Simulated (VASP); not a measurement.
LiO3 (ReO3 type): single point with PBE

LiO3 (ReO3 type):

```xyz
4
Lattice="3.5607 0.0000 0.0000 0.0000 3.5607 0.0000 0.0000 0.0000 3.5607" Properties=species:S:1:pos:R:3 pbc="T T T"
Li    0.0000    0.0000    0.0000
O     1.7803    0.0000    0.0000
O     0.0000    1.7803    0.0000
O     0.0000    0.0000    1.7803
```

* Program: VASP 6.6.1
* Task: single point
* Functional: PBE
* Potentials or basis: VASP PAW PBE potentials, release 64 (Li_sv, O)
* Cutoff: 520 eV
* k mesh: 15 × 15 × 15
* Occupations: fermi-dirac, width 0.0612256 eV
* Spin: no spin polarisation
* Dipole correction: no
* Further INCAR settings: ALGO = Normal; EDIFF = 1e-06; NBANDS = 18

The band gap on the k mesh is zero (an odd number of electrons rules out a gap without spin polarisation).

Levels at points of the mesh, in eV from the Fermi level:
```
           k point  band 7  band 8  band 9  band 10  band 11  band 12  band 13  band 14  band 15  band 16
(0.00, 0.00, 0.00)   -3.44   -0.23   -0.23    -0.23     0.44     0.44     0.44     9.58    17.51    17.51
```

Wall time 100 s on 1 thread of Intel Xeon 8259CL, on a shared host, peak memory 0.2 GiB.

Caveat: an odd number of electrons without spin polarisation forces a metal; a magnetic or distorted state may lie lower.
